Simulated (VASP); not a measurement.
# Nb (Im-3m) in VASP: notebook, part 2 of 2

VASP 6.6.1.

## (3) Single point, PBE

This run uses another cell than the first one, of 15.66 Å³/atom, 1.049 times its volume.

Input file INCAR:

```
SYSTEM = Nb
PREC = Accurate ; ENCUT = 520
EDIFF = 1E-6 ; ISMEAR = 1
SIGMA = 0.1 ; LREAL = .False.
LASPH = .True. ; NELM = 60
ALGO = Normal ; ISIF = 2
LWAVE = .False. ; LCHARG = .False.
GGA = PE ; NBANDS = 12
```

Input file KPOINTS:

```
regular mesh
0
Gamma
  10 10 10
  0 0 0
```

Input file POSCAR:

```
Nb
1.0
    1.5761975291      1.5761975291      1.5761975291
   -1.5761975291      1.5761975291      1.5761975291
   -1.5761975291     -1.5761975291      1.5761975291
Nb
1
Direct
    0.0000000000      0.0000000000      0.0000000000
```

Potentials or basis: VASP PAW PBE potentials, release 64 (Nb_sv).

Started as:

```sh
$ cat potpaw_PBE.64/Nb_sv/POTCAR > POTCAR
$ mpirun -np 1 vasp_std > vasp.out
```

Wall time 6.4 s (1 thread of Intel Xeon 6975P-C, shared host); peak memory 0.13 GiB.

The run converged. Its results:

```
Free energy : -9.9836 eV
Pressure    : 29.4 GPa
```

Levels at points of the mesh, in eV from the Fermi level:
| k point | band 3 | band 4 | band 5 | band 6 | band 7 | band 8 | band 9 | band 10 |
| --- | --- | --- | --- | --- | --- | --- | --- | --- |
| (0.00, 0.00, 0.00) | -29.22 | -29.22 | -6.21 | 0.24 | 0.24 | 0.24 | 3.63 | 3.63 |
| (0.50, 0.00, 0.00) | -29.85 | -29.24 | -4.42 | -2.19 | 3.03 | 3.78 | 4.58 | 7.54 |
| (0.50, 0.50, 0.50) | -30.61 | -30.61 | -4.69 | -4.69 | 6.57 | 6.57 | 6.57 | 10.30 |

## (4) Single point, PBE

This run uses another cell than the first one, of 16.72 Å³/atom, 1.120 times its volume.

Input file INCAR:

```
SYSTEM = Nb
ALGO = Normal ; EDIFF = 1E-6
ENCUT = 520 ; GGA = PE
ISIF = 2 ; ISMEAR = 1
LASPH = .True. ; LCHARG = .False.
LREAL = .False. ; LWAVE = .False.
NBANDS = 12 ; NELM = 60
PREC = Accurate ; SIGMA = 0.1
```

Input file KPOINTS:

```
k-points
0
Gamma
  10 10 10
  0 0 0
```

Input file POSCAR:

```
Nb
1.0
    1.6109890247      1.6109890247      1.6109890247
   -1.6109890247      1.6109890247      1.6109890247
   -1.6109890247     -1.6109890247      1.6109890247
Nb
1
Direct
    0.0000000000      0.0000000000      0.0000000000
```

Potentials or basis: VASP PAW PBE potentials, release 64 (Nb_sv).

Started as:

```sh
$ cat potpaw_PBE.64/Nb_sv/POTCAR > POTCAR
$ mpirun -np 1 vasp_std > vasp.out
```

OUTCAR:

```text
SYSTEM = Nb
   EDIFF = 1E-6
   ENCUT = 520
   GGA = PE
   ISIF = 2
   ISMEAR = 1
   LASPH = .True.
   LREAL = .False.
   NELM = 60
   PREC = Accurate

 ion  position               nearest neighbor table
   1  0.000  0.000  0.000-

  LATTYP: Found a body centered cubic cell.
 ALAT       =     3.2219780494

  Lattice vectors:

 A1 = (   1.6109890247,  -1.6109890247,  -1.6109890247)
 A2 = (   1.6109890247,   1.6109890247,   1.6109890247)
 A3 = (  -1.6109890247,  -1.6109890247,   1.6109890247)

Analysis of symmetry for initial positions (statically):
=====================================================================
 Subroutine PRICEL returns:
 Original cell was already a primitive cell.

 Routine SETGRP: Setting up the symmetry group for a
 body centered cubic supercell.

 Subroutine GETGRP returns: Found 48 space group operations
 (whereof 48 operations were pure point group operations)
 out of a pool of 48 trial point group operations.

The static configuration has the point symmetry O_h .

Analysis of symmetry for dynamics (positions and initial velocities):
=====================================================================
 Subroutine PRICEL returns:
 Original cell was already a primitive cell.

 Routine SETGRP: Setting up the symmetry group for a
 body centered cubic supercell.

 Subroutine GETGRP returns: Found 48 space group operations
 (whereof 48 operations were pure point group operations)
 out of a pool of 48 trial point group operations.

The dynamic configuration has the point symmetry O_h .

 Subroutine INISYM returns: Found 48 space group operations
 (whereof 48 operations are pure point group operations),
 and found     1 'primitive' translations

----------------------------------------------------------------------------------------

                                     Primitive cell

  volume of cell :      16.7239

  direct lattice vectors                    reciprocal lattice vectors
     1.610989025  1.610989025  1.610989025     0.310368347  0.000000000  0.310368347
[... 113 lines left out ...]
   LEPSILON=     F    determine dielectric tensor
   LRPA    =     F    only Hartree local field effects (RPA)
 non-spin polarized calculation
 Methfessel and Paxton  Order N= 1 SIGMA  =   0.10
  energy-cutoff  :      520.00
  volume of cell :       16.72
 maximum number of plane-waves:       466
 NGX is ok and might be reduce to    24
   NGX = 11   NGY = 11   NGZ = 11

 number of electron      13.0000000 magnetization

 Free energy of the ion-electron system (eV)
  ---------------------------------------------------
  ext. energy  EPLUGINS =         0.00000000
  ---------------------------------------------------
  free energy    TOTEN  =       -10.12807318 eV

  energy without entropy =      -10.12543443  energy(sigma->0) =      -10.12719360

 E-fermi :  12.2903     XC(G=0): -12.8854

 val. band max:       12.2892050123   @ k =   0.4000   0.2000   0.2000
 cond. band min:      12.3060555945   @ k =   0.2000  -0.4000   0.1000
 fundamental gap:      0.0168505822
 Fermi energy:        12.2902662468

 k-point     1 :       0.0000    0.0000    0.0000
  band No.  band energies     occupation
      1     -42.0185      2.00000
      2     -17.1370      2.00000
      3     -17.1370      2.00000
      4     -17.1370      2.00000
      5       6.1870      2.00000
      6      12.5982     -0.00012
      7      12.5982     -0.00012
      8      12.5982     -0.00012
      9      15.7602      0.00000
     10      15.7602      0.00000
     11      26.6675      0.00000
     12      26.6675      0.00000
[... 331 lines left out ...]
 k-point    24 :       0.5000    0.3000    0.1000
  band No.  band energies     occupation
      1     -41.6432      2.00000
      2     -18.5280      2.00000
      3     -18.0217      2.00000
      4     -17.4051      2.00000
      5      10.0154      2.00000
      6      10.4102      2.00000
      7      11.8599      2.00000
      8      15.0491      0.00000
      9      16.8388      0.00000
     10      20.8492      0.00000
     11      24.9766      0.00000
     12      27.4904      0.00000

 [... further k-points ...]

------------------------ aborting loop because EDIFF is reached ----------------------------------------

  FORCE on cell =-STRESS in cart. coord.  units (eV):
  Direction    XX          YY          ZZ          XY          YZ          ZX
  --------------------------------------------------------------------------------------
  -------------------------------------------------------------------------------------
  Total        1.5524593      1.5524593      1.5524593     -0.0000000      0.0000000      0.0000000
  in kB      148.7281133    148.7281133    148.7281133     -0.0000000      0.0000000      0.0000000
  external PRESSURE =     148.7281133 kB  Pullay stress =       0.0000000 kB

 VOLUME and BASIS-vectors are now :
 -----------------------------------------------------------------------------
  energy-cutoff  :      520.00
  volume of cell :       16.72
      direct lattice vectors                 reciprocal lattice vectors
     1.610989025  1.610989025  1.610989025     0.310368347  0.000000000  0.310368347
    -1.610989025  1.610989025  1.610989025    -0.310368347  0.310368347  0.000000000
    -1.610989025 -1.610989025  1.610989025     0.000000000 -0.310368347  0.310368347

 POSITION                                       TOTAL-FORCE (eV/Angst)
 -----------------------------------------------------------------------------------
      0.00000      0.00000      0.00000         0.000000      0.000000     -0.000000
 -----------------------------------------------------------------------------------
    total drift:                                0.000000     -0.000000      0.000000

  FREE ENERGIE OF THE ION-ELECTRON SYSTEM (eV)
  ---------------------------------------------------
  free  energy   TOTEN  =       -10.1280731796 eV

  energy  without entropy=      -10.1254344338  energy(sigma->0) =      -10.12719360
```

Run time: 6.2 s. Hardware: 1 thread of Intel Xeon 6975P-C, shared host; peak memory 0.14 GiB.

What came out:

- Free energy: -10.1281 eV
- Pressure: 14.9 GPa

## (5) Single point, PBE

This run uses another cell than the first one, of 18.18 Å³/atom, 1.218 times its volume.

Input file INCAR:

```
SYSTEM = Nb
PREC     = Accurate       ! precision mode
ENCUT    = 520            ! plane-wave cutoff, eV
EDIFF    = 1E-6           ! SCF threshold, eV
ISMEAR   = 1              ! smearing method
SIGMA    = 0.1            ! smearing width, eV
LREAL    = .False.        ! projectors in reciprocal space
LASPH    = .True.         ! aspherical terms in the spheres
NELM     = 60             ! most SCF steps
ALGO     = Normal         ! electronic algorithm
ISIF     = 2              ! what is computed and relaxed
LWAVE    = .False.        ! write WAVECAR
LCHARG   = .False.        ! write CHGCAR
GGA      = PE             ! functional
NBANDS   = 12             ! bands
```

Input file KPOINTS:

```
Automatic mesh
0
Gamma
  10 10 10
  0 0 0
```

Input file POSCAR:

```
Nb
1.0
    1.6565741749      1.6565741749      1.6565741749
   -1.6565741749      1.6565741749      1.6565741749
   -1.6565741749     -1.6565741749      1.6565741749
Nb
1
Direct
    0.0000000000      0.0000000000      0.0000000000
```

Started as:

```sh
$ cat potpaw_PBE.64/Nb_sv/POTCAR > POTCAR
$ mpirun -np 1 vasp_std > vasp.out
```

It took 7.6 s on 1 thread of Intel Xeon 6975P-C, shared host; peak memory 0.14 GiB.

The run converged. Its results:

- Free energy: -10.1925 eV
- Pressure: -0.4 GPa

Levels at points of the mesh, in eV from the Fermi level:
| k point | band 2 | band 3 | band 4 | band 5 | band 6 | band 7 | band 8 | band 9 | band 10 | band 11 |
| --- | --- | --- | --- | --- | --- | --- | --- | --- | --- | --- |
| (0.00, 0.00, 0.00) | -29.70 | -29.70 | -29.70 | -5.94 | 0.36 | 0.36 | 0.36 | 3.24 | 3.24 | 14.18 |
| (0.50, 0.00, 0.00) | -31.02 | -30.12 | -29.72 | -3.69 | -1.64 | 2.22 | 3.26 | 3.94 | 6.29 | 11.58 |
| (0.50, 0.50, 0.50) | -30.61 | -30.61 | -30.61 | -3.68 | -3.68 | 5.53 | 5.53 | 5.53 | 8.98 | 8.98 |

## (6) Relaxation of cell and atoms, PBE

This run uses another cell than the first one, of 18.46 Å³/atom, 1.237 times its volume.

Input file INCAR:

```
ALGO = Normal ; EDIFF = 1E-7
EDIFFG = -0.03 ; ENCUT = 600
GGA = PE ; IBRION = 2
ISIF = 3 ; ISMEAR = 1
LASPH = T ; LCHARG = F
LREAL = F ; LWAVE = F
NELM = 60 ; NSW = 50
PREC = Accurate ; SIGMA = 0.1
```

Input file KPOINTS:

```
k-points
0
Gamma
  10 10 10
```

Input file POSCAR:

```
Nb
1.0
    1.6650000000      1.6650000000      1.6650000000
   -1.6650000000      1.6650000000      1.6650000000
   -1.6650000000     -1.6650000000      1.6650000000
Nb
1
Direct
    0.0000000000      0.0000000000      0.0000000000
```

Potentials or basis: VASP PAW PBE potentials, release 64 (Nb_sv).

Started as:

```sh
$ cat potpaw_PBE.64/Nb_sv/POTCAR > POTCAR
$ mpirun -np 1 vasp_std > vasp.out
```

It took 18 s on 1 thread of Intel Xeon 6975P-C, shared host; peak memory 0.15 GiB.

Results (log left out):

| Property | Result |
| --- | --- |
| Free energy | -10.1926 eV |
| Relaxed volume | 18.14 Å³/atom |
| Relaxed cell | a = 2.867 Å, b = 2.867 Å, c = 2.867 Å, α = 70.53°, β = 109.47°, γ = 70.53° |
| Space group after relaxing (to 0.05 Å) | Im-3m (No. 229) |
| Energy gained by relaxing | 3.0 meV/atom |
| Ionic steps | 3 |
| Pressure after relaxing | 0.0 GPa |

Step by step:
```csv
step,energy change (eV),largest force (eV/Å),pressure (GPa),volume (Å³)
1,0.0000,0.0000,-2.94,18.46
2,0.0068,0.0000,5.59,17.57
3,-0.0030,0.0000,-0.02,18.14
```

Final structure:
```
Nb
1.0
     1.65537    1.65537    1.65537
    -1.65537    1.65537    1.65537
    -1.65537   -1.65537    1.65537
Nb
1
Direct
  0.00000 0.00000 0.00000
```

Levels at points of the mesh, in eV from the Fermi level:
```tsv
k point	band 2	band 3	band 4	band 5	band 6	band 7	band 8	band 9	band 10
(0.00, 0.00, 0.00)	-29.70	-29.70	-29.70	-5.94	0.36	0.36	0.36	3.25	3.25
(0.50, 0.00, 0.00)	-31.02	-30.11	-29.71	-3.70	-1.64	2.24	3.27	3.95	6.31
(0.50, 0.50, 0.50)	-30.60	-30.60	-30.60	-3.69	-3.69	5.55	5.55	5.55	9.00
```

## (7) Summary

```csv
task,cell,cutoff (eV),gap on the mesh (eV),pressure (GPa)
single point,"a = 2.687 Å, angles 70.5, 109.5, 70.5°, 1 atom",520,none,44.4
single point,"a = 2.730 Å, angles 70.5, 109.5, 70.5°, 1 atom",520,none,29.4
single point,"a = 2.790 Å, angles 70.5, 109.5, 70.5°, 1 atom",520,none,14.9
single point,"a = 2.869 Å, angles 70.5, 109.5, 70.5°, 1 atom",520,none,-0.4
relaxation of cell and atoms,"relaxed from a = 2.884 Å, angles 70.5, 109.5, 70.5°, 1 atom",600,none,0.0
```

Alike in all rows: level PBE; potentials or basis VASP PAW PBE potentials, release 64 (Nb_sv); no spin polarisation; k mesh 10 × 10 × 10; smearing methfessel-paxton 0.1 eV.

Total energies depend on the potentials used, so only differences within one code and one set of settings carry meaning.
